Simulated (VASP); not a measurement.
# LaScF2 (P4/mmm) in VASP: a series of runs

LaScF2 is run at these levels: PBE; tasks: single point.

All numbers are computed with VASP 6.6.1; they aren't measurements. Logs are shortened: lines on timing, memory, paths and dates and some standing lists are left out, and cuts for length are marked.

## (1) The cell of the first run

The structure is tetragonal, space group P4/mmm (No. 123). The conventional cell has a = 4.070 Å, b = 4.070 Å, c = 4.082 Å, α = 90.00°, β = 90.00°, γ = 90.00°. Within 3.8 Å of La (site symmetry 4/mmm) lie 4 Sc at 2.88 Å and 8 F at 2.88 Å. Within 3.8 Å of Sc (site symmetry 4/mmm) lie 4 La at 2.88 Å and 8 F at 2.88 Å. Within 3.8 Å of F (site symmetry mmm) lie 4 F at 2.88 Å and 4 La at 2.88 Å and 4 Sc at 2.88 Å.

## (2) Single point, PBE

Contents of INCAR:

```
  PREC = Accurate
  ENCUT = 520
  EDIFF = 1E-6
  ISMEAR = 0
  SIGMA = 0.1
  LREAL = F
  LASPH = T
  NELM = 60
  ALGO = Normal
  ISIF = 2
  LWAVE = F
  LCHARG = F
  GGA = PE
  NBANDS = 26
```

Contents of KPOINTS:

```
regular mesh
0
Gamma
  4 4 4
```

Contents of POSCAR:

```
LaScF2
1.0
    4.0698567800      0.0000000000      0.0000000000
    0.0000000000      4.0698567800      0.0000000000
    0.0000000000      0.0000000000      4.0819299600
La Sc F
1 1 2
Direct
    0.0000000000      0.0000000000      0.0000000000
    0.5000000000      0.5000000000      0.0000000000
    0.5000000000      0.0000000000      0.5000000000
    0.0000000000      0.5000000000      0.5000000000
```

Potentials or basis: VASP PAW PBE potentials, release 64 (La, Sc_sv, F).

The run is started by

```sh
cat potpaw_PBE.64/La/POTCAR potpaw_PBE.64/Sc_sv/POTCAR potpaw_PBE.64/F/POTCAR > POTCAR
mpirun -np 1 vasp_std > vasp.out
```

OUTCAR:

```text
PREC = Accurate
   ENCUT = 520
   EDIFF = 1E-6
   ISMEAR = 0
   LREAL = F
   LASPH = T
   NELM = 60
   ISIF = 2
   GGA = PE

 ion  position               nearest neighbor table
   1  0.000  0.000  0.000-   2 2.88   2 2.88   2 2.88   2 2.88
   2  0.500  0.500  0.000-   1 2.88   1 2.88   1 2.88   1 2.88
   3  0.500  0.000  0.500-
   4  0.000  0.500  0.500-

  LATTYP: Found a simple tetragonal cell.
 ALAT       =     4.0698567800
 C/A-ratio  =     1.0029664877

  Lattice vectors:

 A1 = (   4.0698567800,   0.0000000000,   0.0000000000)
 A2 = (   0.0000000000,   4.0698567800,   0.0000000000)
 A3 = (   0.0000000000,   0.0000000000,   4.0819299600)

Analysis of symmetry for initial positions (statically):
=====================================================================
 Subroutine PRICEL returns:
 Original cell was already a primitive cell.

 Routine SETGRP: Setting up the symmetry group for a
 simple tetragonal supercell.

 Subroutine GETGRP returns: Found 16 space group operations
 (whereof 16 operations were pure point group operations)
 out of a pool of 16 trial point group operations.

The static configuration has the point symmetry D_4h.

Analysis of symmetry for dynamics (positions and initial velocities):
=====================================================================
 Subroutine PRICEL returns:
 Original cell was already a primitive cell.

 Routine SETGRP: Setting up the symmetry group for a
 simple tetragonal supercell.

 Subroutine GETGRP returns: Found 16 space group operations
 (whereof 16 operations were pure point group operations)
 out of a pool of 16 trial point group operations.

The dynamic configuration has the point symmetry D_4h.

 Subroutine INISYM returns: Found 16 space group operations
 (whereof 16 operations are pure point group operations),
 and found     1 'primitive' translations

----------------------------------------------------------------------------------------

                                     Primitive cell

  volume of cell :      67.6120

  direct lattice vectors                    reciprocal lattice vectors
     4.069856780  0.000000000  0.000000000     0.245708892  0.000000000  0.000000000
     0.000000000  4.069856780  0.000000000     0.000000000  0.245708892  0.000000000
     0.000000000  0.000000000  4.081929960     0.000000000  0.000000000  0.244982155

  length of vectors
     4.069856780  4.069856780  4.081929960     0.245708892  0.245708892  0.244982155

  position of ions in fractional coordinates (direct lattice)
     0.000000000  0.000000000  0.000000000
     0.500000000  0.500000000  0.000000000
     0.500000000  0.000000000  0.500000000
     0.000000000  0.500000000  0.500000000

  ion indices of the primitive-cell ions
   primitive index   ion index
                 1           1
                 2           2
                 3           3
                 4           4

----------------------------------------------------------------------------------------

 KPOINTS: regular mesh

Automatic generation of k-mesh.
 Grid dimensions read from file:
 generate k-points for:    4    4    4

 Generating k-lattice:

  Cartesian coordinates                     Fractional coordinates (reciprocal lattice)
     0.061427223  0.000000000  0.000000000     0.250000000  0.000000000  0.000000000
     0.000000000  0.061427223  0.000000000     0.000000000  0.250000000  0.000000000
     0.000000000  0.000000000  0.061245539     0.000000000  0.000000000  0.250000000

  Length of vectors
     0.061427223  0.061427223  0.061245539

  Shift w.r.t. Gamma in fractional coordinates (k-lattice)
     0.000000000  0.000000000  0.000000000

 Subroutine IBZKPT returns following result:
 ===========================================

 Found     18 irreducible k-points:

 Following reciprocal coordinates:
            Coordinates               Weight
  0.000000  0.000000  0.000000      1.000000
  0.250000  0.000000  0.000000      4.000000
  0.500000  0.000000  0.000000      2.000000
  0.250000  0.250000  0.000000      4.000000
  0.500000  0.250000  0.000000      4.000000
  0.500000  0.500000  0.000000      1.000000
[... 10 lines left out ...]
  0.500000  0.250000  0.500000      4.000000
  0.500000  0.500000  0.500000      1.000000
   k-points           NKPTS =     18   k-points in BZ     NKDIM =     18   number of bands    NBANDS=     26
   number of dos      NEDOS =    301   number of ions     NIONS =      4
   total plane-waves  NPLWV =  27000
   dimension x,y,z NGX =    30 NGY =   30 NGZ =   30
   dimension x,y,z NGXF=    60 NGYF=   60 NGZF=   60
   ions per type =               1   1   2
   NGX,Y,Z   is equivalent  to a cutoff of  12.25, 12.25, 12.22 a.u.
   NGXF,Y,Z  is equivalent  to a cutoff of  24.51, 24.51, 24.44 a.u.
 SYSTEM =  unknown system
   PREC   = accura    normal or accurate (medium, high low for compatibility)
   ISTART =      0    job   : 0-new  1-cont  2-samecut
   ICHARG =      2    charge: 1-file 2-atom 10-const
   ISPIN  =      1    spin polarized calculation?
   LNONCOLLINEAR =      F non collinear calculations
   LSORBIT =      F    spin-orbit coupling
   LASPH  =      T    aspherical Exc in radial PAW
   ENCUT  =  520.0 eV  38.22 Ry    6.18 a.u.   7.57  7.57  7.59*2*pi/ulx,y,z
   NELM   =     60;   NELMIN=  2; NELMDL= -5     # of ELM steps
   EDIFF  = 0.1E-05   stopping-criterion for ELM
   LREAL  =      F    real-space projection
   EDIFFG = 0.1E-04   stopping-criterion for IOM
   NSW    =      0    number of steps for IOM
   IBRION =     -1    ionic relax: 0-MD 1-quasi-New 2-CG
   NFREE  =      0    steps in history (QN), initial steepest desc. (CG)
   ISIF   =      2    stress and relaxation
   ISYM   =      2    0-nonsym 1-usesym 2-fastsym
   POTIM  = 0.5000    time-step for ionic-motion
   TEBEG  =    0.0;   TEEND  =   0.0 temperature during run
   PSTRESS=    0.0 pullay stress
   NELECT =      36.0000    total number of electrons
   NUPDOWN=      -1.0000    fix difference up-down
   EMIN   =  10.00;   EMAX   =-10.00  energy-range for DOS
   EFERMI =   0.00;   METHOD = LEGACY
   ISMEAR =     0;   SIGMA  =   0.10  broadening in eV -4-tet -1-fermi 0-gaus
   EFERMI_NEDOS =   21; number of points for ismear=-14 and -15
   IALGO  =     38    algorithm
   IMIX   =      4    mixing-type and parameters
     AMIX     =   0.40;   BMIX     =  1.00
     AMIX_MAG =   1.60;   BMIX_MAG =  1.00
  volume/ion in A,a.u.               =      16.90       114.07
  Fermi-wavevector in a.u.,A,eV,Ry     =   1.326888  2.507455 23.954864  1.760633
  Thomas-Fermi vector in A             =   2.456242
   LORBIT       =      0    0 simple, 1 ext, 2 COOP (PROOUT), +10 PAW based schemes
   GGA     = PE    functional components
   LHFCALC =     F    Hartree Fock is set to
   AEXX    =    0.0000 exact exchange contribution
   IVDW    =     0    specifies the selected vdW correction
   LEPSILON=     F    determine dielectric tensor
   LRPA    =     F    only Hartree local field effects (RPA)
 non-spin polarized calculation
 Gauss-broadening in eV      SIGMA  =   0.10
  energy-cutoff  :      520.00
  volume of cell :       67.61
 maximum number of plane-waves:      1856
   NGX = 15   NGY = 15   NGZ = 15

 number of electron      35.9999976 magnetization

 Free energy of the ion-electron system (eV)
  ---------------------------------------------------
  ext. energy  EPLUGINS =         0.00000000
  ---------------------------------------------------
  free energy    TOTEN  =       -21.17715979 eV

  energy without entropy =      -21.15647588  energy(sigma->0) =      -21.16681784

 E-fermi :   7.7195     XC(G=0): -10.3063

 val. band max:        7.7129993729   @ k =   0.2500   0.2500   0.5000
 cond. band min:       7.7365086878   @ k =   0.5000   0.0000   0.2500
 fundamental gap:      0.0235093149
 Fermi energy:         7.7195235362

 k-point     1 :       0.0000    0.0000    0.0000
  band No.  band energies     occupation
      1     -42.1713      2.00000
      2     -25.3272      2.00000
      3     -21.1332      2.00000
      4     -20.8169      2.00000
      5     -20.8169      2.00000
      6     -17.5111      2.00000
[... 18 lines left out ...]
     25       9.6645      0.00000
     26       9.6765      0.00000

 k-point     2 :       0.2500    0.0000    0.0000
  band No.  band energies     occupation
      1     -42.1702      2.00000
      2     -25.3373      2.00000
      3     -21.1312      2.00000
      4     -20.8072      2.00000
      5     -20.7819      2.00000
      6     -17.4736      2.00000
[... 18 lines left out ...]
     25       9.7094      0.00000
     26       9.7941      0.00000

 k-point     3 :       0.5000    0.0000    0.0000
  band No.  band energies     occupation
      1     -42.1691      2.00000
      2     -25.3474      2.00000
      3     -21.1291      2.00000
      4     -20.7975      2.00000
      5     -20.7459      2.00000
      6     -17.4016      2.00000
[... 18 lines left out ...]
     25       9.5006      0.00000
     26       9.7822      0.00000

 k-point     4 :       0.2500    0.2500    0.0000
  band No.  band energies     occupation
      1     -42.1692      2.00000
      2     -25.3224      2.00000
      3     -21.1294      2.00000
      4     -20.8450      2.00000
      5     -20.7721      2.00000
      6     -17.4426      2.00000
[... 18 lines left out ...]
     25       9.6536      0.00000
     26       9.8095      0.00000

 k-point     5 :       0.5000    0.2500    0.0000
  band No.  band energies     occupation
      1     -42.1682      2.00000
      2     -25.3076      2.00000
      3     -21.1276      2.00000
      4     -20.8361      2.00000
      5     -20.8092      2.00000
      6     -17.3790      2.00000
[... 18 lines left out ...]
     25       9.7596      0.00000
     26       9.8289      0.00000

 k-point     6 :       0.5000    0.5000    0.0000
  band No.  band energies     occupation
      1     -42.1672      2.00000
      2     -25.2666      2.00000
      3     -21.1262      2.00000
      4     -20.8739      2.00000
      5     -20.8739      2.00000
      6     -17.3567      2.00000
[... 253 lines left out ...]
 k-point    15 :       0.5000    0.0000    0.5000
  band No.  band energies     occupation
      1     -42.1681      2.00000
      2     -25.3127      2.00000
      3     -21.1603      2.00000
      4     -20.7949      2.00000
      5     -20.7367      2.00000
      6     -17.3930      2.00000
[... 18 lines left out ...]
     25       9.6859      0.00000
     26       9.7952      0.00000

 k-point    16 :       0.2500    0.2500    0.5000
  band No.  band energies     occupation
      1     -42.1682      2.00000
      2     -25.2881      2.00000
      3     -21.1611      2.00000
      4     -20.8350      2.00000
      5     -20.7660      2.00000
      6     -17.4742      2.00000
[... 18 lines left out ...]
     25       9.6744      0.00000
     26       9.8090      0.00000

 k-point    17 :       0.5000    0.2500    0.5000
  band No.  band energies     occupation
      1     -42.1671      2.00000
      2     -25.2769      2.00000
      3     -21.1540      2.00000
      4     -20.8259      2.00000
      5     -20.7961      2.00000
      6     -17.3735      2.00000
[... 18 lines left out ...]
     25       9.5447      0.00000
     26       9.8592      0.00000

 k-point    18 :       0.5000    0.5000    0.5000
  band No.  band energies     occupation
      1     -42.1662      2.00000
      2     -25.2402      2.00000
      3     -21.1476      2.00000
      4     -20.8566      2.00000
      5     -20.8566      2.00000
      6     -17.3542      2.00000
[... 18 lines left out ...]
     25       9.7641      0.00000
     26       9.7675      0.00000

------------------------ aborting loop because EDIFF is reached ----------------------------------------

  FORCE on cell =-STRESS in cart. coord.  units (eV):
  Direction    XX          YY          ZZ          XY          YZ          ZX
  --------------------------------------------------------------------------------------
  -------------------------------------------------------------------------------------
  Total        3.0799883      3.0799883     -2.3667850      0.0000000     -0.0000000      0.0000000
  in kB       72.9853765     72.9853765    -56.0848542      0.0000000     -0.0000000      0.0000000
  external PRESSURE =      29.9619662 kB  Pullay stress =       0.0000000 kB

 VOLUME and BASIS-vectors are now :
 -----------------------------------------------------------------------------
  energy-cutoff  :      520.00
  volume of cell :       67.61
      direct lattice vectors                 reciprocal lattice vectors
     4.069856780  0.000000000  0.000000000     0.245708892  0.000000000  0.000000000
     0.000000000  4.069856780  0.000000000     0.000000000  0.245708892  0.000000000
     0.000000000  0.000000000  4.081929960     0.000000000  0.000000000  0.244982155

 POSITION                                       TOTAL-FORCE (eV/Angst)
 -----------------------------------------------------------------------------------
      0.00000      0.00000      0.00000         0.000000      0.000000      0.000000
      2.03493      2.03493      0.00000         0.000000      0.000000      0.000000
      2.03493      0.00000      2.04096         0.000000      0.000000      0.000000
      0.00000      2.03493      2.04096         0.000000      0.000000      0.000000
 -----------------------------------------------------------------------------------
    total drift:                                0.000000      0.000000     -0.000000

  FREE ENERGIE OF THE ION-ELECTRON SYSTEM (eV)
  ---------------------------------------------------
  free  energy   TOTEN  =       -21.1771597919 eV

  energy  without entropy=      -21.1564758839  energy(sigma->0) =      -21.16681784
```

It took 48 s on 1 thread of AMD EPYC 7R43 (Zen 3), shared host; peak memory 0.16 GiB.

What came out:

```
Free energy            : -21.1772 eV
Pressure               : 3.0 GPa
Band gap on the k mesh : zero (band 18 reaches 8.36 eV, above the bottom of band 19 at 6.39 eV)
```

Levels at points of the mesh, in eV from the Fermi level:
```tsv
k point	band 16	band 17	band 18	band 19	band 20	band 21
(0.00, 0.00, 0.00)	-5.93	-2.43	-2.35	-1.33	-0.33	0.54
(0.50, 0.00, 0.00)	-6.52	-0.39	0.18	0.73	0.75	0.92
(0.50, 0.50, 0.00)	-5.76	-1.02	-0.03	1.12	1.12	1.61
(0.00, 0.00, 0.50)	-6.01	-1.23	-1.17	-1.03	1.28	1.28
(0.50, 0.00, 0.50)	-6.49	0.44	0.64	0.85	0.94	1.02
(0.50, 0.50, 0.50)	-5.73	-1.48	-0.48	-0.48	0.11	1.74
```

Caveat: the k points lie up to 0.39 Å⁻¹ apart; spin-orbit coupling is left out, which moves the levels of the heavy elements.

(Continued in part 2 of 2.)
